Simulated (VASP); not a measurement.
# HfC (Fm-3m) in VASP: notebook

Runs on HfC. Level: PBE. Tasks: single point.

Program: VASP 6.6.1. These are calculated values, not measurements. Logs are shortened: lines on timing, memory, paths and dates and some standing lists are left out, and cuts for length are marked.

## (1) The cell of the first run

It takes space group Fm-3m (No. 225, cubic). The conventional cell has a = 4.650 Å, b = 4.650 Å, c = 4.650 Å, α = 90.00°, β = 90.00°, γ = 90.00°. Within 3.1 Å of Hf (site symmetry m-3m) lie 6 C at 2.33 Å. Within 3.1 Å of C (site symmetry m-3m) lie 6 Hf at 2.33 Å.

## (2) Single point, PBE

File INCAR:

```
ALGO     = Normal         # electronic algorithm
EDIFF    = 1E-6           # SCF threshold, eV
ENCUT    = 520            # plane-wave cutoff, eV
GGA      = PE             # functional
ISIF     = 2              # what is computed and relaxed
ISMEAR   = 1              # smearing method
LASPH    = T              # aspherical terms in the spheres
LCHARG   = F              # write CHGCAR
LREAL    = F              # projectors in reciprocal space
LWAVE    = F              # write WAVECAR
NBANDS   = 14             # bands
NELM     = 100            # most SCF steps
PREC     = Accurate       # precision mode
SIGMA    = 0.1            # smearing width, eV
```

File KPOINTS:

```
k-points
0
Gamma
  7 7 7
```

File POSCAR:

```
HfC
1.0
    0.0000000000      2.3250000000      2.3250000000
    2.3250000000      0.0000000000      2.3250000000
    2.3250000000      2.3250000000      0.0000000000
Hf C
1 1
Direct
    0.5000000000      0.5000000000      0.5000000000
    0.0000000000      0.0000000000      0.0000000000
```

Potentials or basis: VASP PAW PBE potentials, release 64 (Hf_pv, C).

The run is started by

```bash
> cat potpaw_PBE.64/Hf_pv/POTCAR potpaw_PBE.64/C/POTCAR > POTCAR
> mpirun -np 1 vasp_std > vasp.out
```

OUTCAR:

```text
EDIFF = 1E-6
   ENCUT = 520
   GGA = PE
   ISIF = 2
   ISMEAR = 1
   LASPH = T
   LREAL = F
   NELM = 100
   PREC = Accurate

 ion  position               nearest neighbor table
   1  0.500  0.500  0.500-   2 2.33   2 2.33   2 2.33   2 2.33   2 2.33   2 2.33
   2  0.000  0.000  0.000-   1 2.33   1 2.33   1 2.33   1 2.33   1 2.33   1 2.33

  LATTYP: Found a face centered cubic cell.
 ALAT       =     4.6500000000

  Lattice vectors:

 A1 = (   0.0000000000,   2.3250000000,   2.3250000000)
 A2 = (   2.3250000000,   0.0000000000,   2.3250000000)
 A3 = (   2.3250000000,   2.3250000000,   0.0000000000)

Analysis of symmetry for initial positions (statically):
=====================================================================
 Subroutine PRICEL returns:
 Original cell was already a primitive cell.

 Routine SETGRP: Setting up the symmetry group for a
 face centered cubic supercell.

 Subroutine GETGRP returns: Found 48 space group operations
 (whereof 48 operations were pure point group operations)
 out of a pool of 48 trial point group operations.

The static configuration has the point symmetry O_h .

Analysis of symmetry for dynamics (positions and initial velocities):
=====================================================================
 Subroutine PRICEL returns:
 Original cell was already a primitive cell.

 Routine SETGRP: Setting up the symmetry group for a
 face centered cubic supercell.

 Subroutine GETGRP returns: Found 48 space group operations
 (whereof 48 operations were pure point group operations)
 out of a pool of 48 trial point group operations.

The dynamic configuration has the point symmetry O_h .

 Subroutine INISYM returns: Found 48 space group operations
 (whereof 48 operations are pure point group operations),
 and found     1 'primitive' translations

----------------------------------------------------------------------------------------

                                     Primitive cell

  volume of cell :      25.1362

  direct lattice vectors                    reciprocal lattice vectors
     0.000000000  2.325000000  2.325000000    -0.215053763  0.215053763  0.215053763
     2.325000000  0.000000000  2.325000000     0.215053763 -0.215053763  0.215053763
     2.325000000  2.325000000  0.000000000     0.215053763  0.215053763 -0.215053763

  length of vectors
     3.288046533  3.288046533  3.288046533     0.372484045  0.372484045  0.372484045

  position of ions in fractional coordinates (direct lattice)
     0.500000000  0.500000000  0.500000000
     0.000000000  0.000000000  0.000000000

  ion indices of the primitive-cell ions
   primitive index   ion index
                 1           1
                 2           2

----------------------------------------------------------------------------------------

 KPOINTS: k-points

Automatic generation of k-mesh.
 Grid dimensions read from file:
 generate k-points for:    7    7    7

 Generating k-lattice:

  Cartesian coordinates                     Fractional coordinates (reciprocal lattice)
    -0.030721966  0.030721966  0.030721966     0.142857143  0.000000000  0.000000000
     0.030721966 -0.030721966  0.030721966     0.000000000  0.142857143  0.000000000
     0.030721966  0.030721966 -0.030721966     0.000000000  0.000000000  0.142857143

  Length of vectors
     0.053212006  0.053212006  0.053212006

  Shift w.r.t. Gamma in fractional coordinates (k-lattice)
     0.000000000  0.000000000  0.000000000

 Subroutine IBZKPT returns following result:
 ===========================================

 Found     20 irreducible k-points:

 Following reciprocal coordinates:
            Coordinates               Weight
  0.000000  0.000000  0.000000      1.000000
  0.142857  0.000000  0.000000      8.000000
  0.285714  0.000000  0.000000      8.000000
  0.428571  0.000000  0.000000      8.000000
  0.142857  0.142857  0.000000      6.000000
  0.285714  0.142857  0.000000     24.000000
[... 12 lines left out ...]
 -0.428571  0.428571  0.142857     24.000000
 -0.285714  0.428571  0.142857     24.000000
   k-points           NKPTS =     20   k-points in BZ     NKDIM =     20   number of bands    NBANDS=     14
   number of dos      NEDOS =    301   number of ions     NIONS =      2
   total plane-waves  NPLWV =  13824
   dimension x,y,z NGX =    24 NGY =   24 NGZ =   24
   dimension x,y,z NGXF=    48 NGYF=   48 NGZF=   48
   ions per type =               1   1
   NGX,Y,Z   is equivalent  to a cutoff of  12.13, 12.13, 12.13 a.u.
   NGXF,Y,Z  is equivalent  to a cutoff of  24.27, 24.27, 24.27 a.u.
 SYSTEM =  unknown system
   PREC   = accura    normal or accurate (medium, high low for compatibility)
   ISTART =      0    job   : 0-new  1-cont  2-samecut
   ICHARG =      2    charge: 1-file 2-atom 10-const
   ISPIN  =      1    spin polarized calculation?
   LNONCOLLINEAR =      F non collinear calculations
   LSORBIT =      F    spin-orbit coupling
   LASPH  =      T    aspherical Exc in radial PAW
   ENCUT  =  520.0 eV  38.22 Ry    6.18 a.u.   6.11  6.11  6.11*2*pi/ulx,y,z
   NELM   =    100;   NELMIN=  2; NELMDL= -5     # of ELM steps
   EDIFF  = 0.1E-05   stopping-criterion for ELM
   LREAL  =      F    real-space projection
   EDIFFG = 0.1E-04   stopping-criterion for IOM
   NSW    =      0    number of steps for IOM
   IBRION =     -1    ionic relax: 0-MD 1-quasi-New 2-CG
   NFREE  =      0    steps in history (QN), initial steepest desc. (CG)
   ISIF   =      2    stress and relaxation
   ISYM   =      2    0-nonsym 1-usesym 2-fastsym
   POTIM  = 0.5000    time-step for ionic-motion
   TEBEG  =    0.0;   TEEND  =   0.0 temperature during run
   PSTRESS=    0.0 pullay stress
   NELECT =      14.0000    total number of electrons
   NUPDOWN=      -1.0000    fix difference up-down
   EMIN   =  10.00;   EMAX   =-10.00  energy-range for DOS
   EFERMI =   0.00;   METHOD = LEGACY
   ISMEAR =     1;   SIGMA  =   0.10  broadening in eV -4-tet -1-fermi 0-gaus
   EFERMI_NEDOS =   21; number of points for ismear=-14 and -15
   IALGO  =     38    algorithm
   IMIX   =      4    mixing-type and parameters
     AMIX     =   0.40;   BMIX     =  1.00
     AMIX_MAG =   1.60;   BMIX_MAG =  1.00
  volume/ion in A,a.u.               =      12.57        84.81
  Fermi-wavevector in a.u.,A,eV,Ry     =   1.346949  2.545365 24.684672  1.814272
  Thomas-Fermi vector in A             =   2.474740
   LORBIT       =      0    0 simple, 1 ext, 2 COOP (PROOUT), +10 PAW based schemes
   GGA     = PE    functional components
   LHFCALC =     F    Hartree Fock is set to
   AEXX    =    0.0000 exact exchange contribution
   IVDW    =     0    specifies the selected vdW correction
   LEPSILON=     F    determine dielectric tensor
   LRPA    =     F    only Hartree local field effects (RPA)
 non-spin polarized calculation
 Methfessel and Paxton  Order N= 1 SIGMA  =   0.10
  energy-cutoff  :      520.00
  volume of cell :       25.14
 maximum number of plane-waves:       688
   NGX = 13   NGY = 13   NGZ = 13

 number of electron      14.0000000 magnetization

 Free energy of the ion-electron system (eV)
  ---------------------------------------------------
  ext. energy  EPLUGINS =         0.00000000
  ---------------------------------------------------
  free energy    TOTEN  =       -21.03708627 eV

  energy without entropy =      -21.03547620  energy(sigma->0) =      -21.03654958

 E-fermi :   5.8308     XC(G=0): -12.2846

 val. band max:        5.7941987008   @ k =   0.4286   0.4286   0.0000
 cond. band min:       5.8352719140   @ k =   0.1429   0.1429   0.0000
 fundamental gap:      0.0410732132
 Fermi energy:         5.8307812539

 k-point     1 :       0.0000    0.0000    0.0000
  band No.  band energies     occupation
      1     -23.6215      2.00000
      2     -23.6215      2.00000
      3     -23.6215      2.00000
      4      -6.3519      2.00000
      5       6.9601     -0.00000
      6       6.9601     -0.00000
      7       6.9601     -0.00000
      8       7.3436     -0.00000
      9       7.3436     -0.00000
     10       7.3436     -0.00000
     11       9.3430      0.00000
     12       9.3430      0.00000
     13      12.7856      0.00000
     14      16.9533      0.00000

 k-point     2 :       0.1429    0.0000    0.0000
  band No.  band energies     occupation
      1     -23.7559      2.00000
      2     -23.6345      2.00000
      3     -23.6345      2.00000
      4      -5.8517      2.00000
      5       4.8326      2.00000
      6       5.4193      2.00000
      7       5.4193      2.00000
      8       8.0224      0.00000
      9       8.0224      0.00000
     10       8.3570      0.00000
     11      11.2532      0.00000
     12      11.2532      0.00000
     13      13.8098      0.00000
     14      18.2938      0.00000

 k-point     3 :       0.2857    0.0000    0.0000
  band No.  band energies     occupation
      1     -24.0448      2.00000
      2     -23.6636      2.00000
      3     -23.6636      2.00000
      4      -4.5479      2.00000
      5       2.3164      2.00000
      6       3.8886      2.00000
      7       3.8886      2.00000
      8       9.2066      0.00000
      9       9.4002      0.00000
     10       9.4002      0.00000
     11      14.2454      0.00000
     12      14.2454      0.00000
     13      15.1180      0.00000
     14      19.6826      0.00000
[... 256 lines left out ...]
 k-point    19 :      -0.4286    0.4286    0.1429
  band No.  band energies     occupation
      1     -24.1421      2.00000
      2     -23.9096      2.00000
      3     -23.8381      2.00000
      4      -3.9770      2.00000
      5       2.7463      2.00000
      6       3.5731      2.00000
      7       4.1009      2.00000
      8       7.5223     -0.00000
      9      11.6239      0.00000
     10      12.5048      0.00000
     11      12.6315      0.00000
     12      15.0850      0.00000
     13      16.6551      0.00000
     14      18.8324      0.00000

 k-point    20 :      -0.2857    0.4286    0.1429
  band No.  band energies     occupation
      1     -24.0602      2.00000
      2     -24.0321      2.00000
      3     -23.8244      2.00000
      4      -3.6521      2.00000
      5       2.3756      2.00000
      6       3.2329      2.00000
      7       3.6993      2.00000
      8       8.8558      0.00000
      9      10.3579      0.00000
     10      12.5318      0.00000
     11      13.5253      0.00000
     12      14.4060      0.00000
     13      18.7495      0.00000
     14      19.5988      0.00000

------------------------ aborting loop because EDIFF is reached ----------------------------------------

  FORCE on cell =-STRESS in cart. coord.  units (eV):
  Direction    XX          YY          ZZ          XY          YZ          ZX
  --------------------------------------------------------------------------------------
  -------------------------------------------------------------------------------------
  Total       -0.0558086     -0.0558086     -0.0558086     -0.0000000      0.0000000      0.0000000
  in kB       -3.5572393     -3.5572393     -3.5572393     -0.0000000      0.0000000      0.0000000
  external PRESSURE =      -3.5572393 kB  Pullay stress =       0.0000000 kB

 VOLUME and BASIS-vectors are now :
 -----------------------------------------------------------------------------
  energy-cutoff  :      520.00
  volume of cell :       25.14
      direct lattice vectors                 reciprocal lattice vectors
     0.000000000  2.325000000  2.325000000    -0.215053763  0.215053763  0.215053763
     2.325000000  0.000000000  2.325000000     0.215053763 -0.215053763  0.215053763
     2.325000000  2.325000000  0.000000000     0.215053763  0.215053763 -0.215053763

 POSITION                                       TOTAL-FORCE (eV/Angst)
 -----------------------------------------------------------------------------------
      2.32500      2.32500      2.32500         0.000000      0.000000      0.000000
      0.00000      0.00000      0.00000        -0.000000     -0.000000     -0.000000
 -----------------------------------------------------------------------------------
    total drift:                                0.000000     -0.000000      0.000000

  FREE ENERGIE OF THE ION-ELECTRON SYSTEM (eV)
  ---------------------------------------------------
  free  energy   TOTEN  =       -21.0370862687 eV

  energy  without entropy=      -21.0354762043  energy(sigma->0) =      -21.03654958
```

It took 5 s on 1 thread of Intel Xeon 6975P-C, shared host; peak memory 0.14 GiB.

Results:

```
Free energy            : -21.0371 eV
Pressure               : -0.4 GPa
Band gap on the k mesh : zero (band 7 reaches 6.96 eV, above the bottom of band 8 at 5.54 eV)
```

Caveat: spin-orbit coupling is left out, which moves the levels of the heavy elements.

## (3) Single point, PBE

File INCAR:

```
SYSTEM = HfC
PREC = Accurate
ENCUT = 520
EDIFF = 1E-6
ISMEAR = 1
SIGMA = 0.1
LREAL = .False.
LASPH = .True.
NELM = 60
ALGO = Normal
ISIF = 2
LWAVE = .False.
LCHARG = .False.
GGA = PE
NBANDS = 14
```

File KPOINTS:

```
Automatic mesh
0
Gamma
  8 8 8
  0 0 0
```

POSCAR is that of step 2.

Potentials or basis: VASP PAW PBE potentials, release 64 (Hf_pv, C).

The run is started by

```bash
> cat potpaw_PBE.64/Hf_pv/POTCAR potpaw_PBE.64/C/POTCAR > POTCAR
> mpirun -np 1 vasp_std > vasp.out
```

Run time: 5.4 s. Hardware: 1 thread of Intel Xeon 6975P-C, shared host; peak memory 0.14 GiB.

It converged, with:

```yaml
Free_energy: -21.0416 eV
Pressure: -0.4 GPa
Band_gap_on_the_k_mesh: zero (band 7 reaches 6.96 eV, above the bottom of band 8 at 5.53 eV)
```

Levels at points of the mesh, in eV from the Fermi level:
| k point | band 3 | band 4 | band 5 | band 6 | band 7 | band 8 | band 9 | band 10 | band 11 | band 12 |
| --- | --- | --- | --- | --- | --- | --- | --- | --- | --- | --- |
| (0.00, 0.00, 0.00) | -29.51 | -12.24 | 1.07 | 1.07 | 1.07 | 1.46 | 1.46 | 1.46 | 3.46 | 3.46 |
| (0.50, 0.00, 0.00) | -29.57 | -8.50 | -6.07 | -2.91 | -2.91 | 5.38 | 5.38 | 5.85 | 6.62 | 11.46 |
| (0.50, 0.50, 0.00) | -29.74 | -10.34 | -2.52 | -1.70 | -0.03 | -0.03 | 5.38 | 6.80 | 6.80 | 8.50 |

Caveat: spin-orbit coupling is left out, which moves the levels of the heavy elements.

## (4) Single point, PBE

File INCAR:

```
ALGO = Normal ; EDIFF = 1E-6
ENCUT = 520 ; GGA = PE
ISIF = 2 ; ISMEAR = 1
LASPH = T ; LCHARG = F
LREAL = F ; LWAVE = F
NBANDS = 14 ; NELM = 80
PREC = Accurate ; SIGMA = 0.1
```

File KPOINTS:

```
k-points
0
Gamma
  10 10 10
```

POSCAR is that of step 3.

The run is started by

```bash
> cat potpaw_PBE.64/Hf_pv/POTCAR potpaw_PBE.64/C/POTCAR > POTCAR
> mpirun -np 1 vasp_std > vasp.out
```

It took 6.7 s on 1 thread of Intel Xeon 6975P-C, shared host; peak memory 0.15 GiB.

It converged, with:

- Free energy: -21.0429 eV
- Pressure: -0.5 GPa
- Band gap on the k mesh: zero (band 7 reaches 6.95 eV, above the bottom of band 8 at 5.55 eV)

Levels at points of the mesh, in eV from the Fermi level:
```tsv
k point	band 4	band 5	band 6	band 7	band 8	band 9	band 10	band 11
(0.00, 0.00, 0.00)	-12.35	0.96	0.96	0.96	1.35	1.35	1.35	3.35
(0.50, 0.00, 0.00)	-8.61	-6.18	-3.02	-3.02	5.27	5.27	5.74	6.51
(0.50, 0.50, 0.00)	-10.45	-2.63	-1.81	-0.14	-0.14	5.27	6.69	6.69
```

Caveat: spin-orbit coupling is left out, which moves the levels of the heavy elements.

## (5) The runs side by side

| k mesh | gap on the mesh (eV) | pressure (GPa) |
| --- | --- | --- |
| 7 × 7 × 7 | none | -0.4 |
| 8 × 8 × 8 | none | -0.4 |
| 10 × 10 × 10 | none | -0.5 |

Alike in all rows: task single point; level PBE; potentials or basis VASP PAW PBE potentials, release 64 (Hf_pv, C); no spin polarisation; cell as given; cutoff (eV) 520; smearing methfessel-paxton 0.1 eV.

Every run on the cell as given and a fine mesh finds a metal.

Caveats: spin-orbit coupling is left out, which moves the levels of the heavy elements.

Total energies depend on the potentials used, so only differences within one code and one set of settings carry meaning.
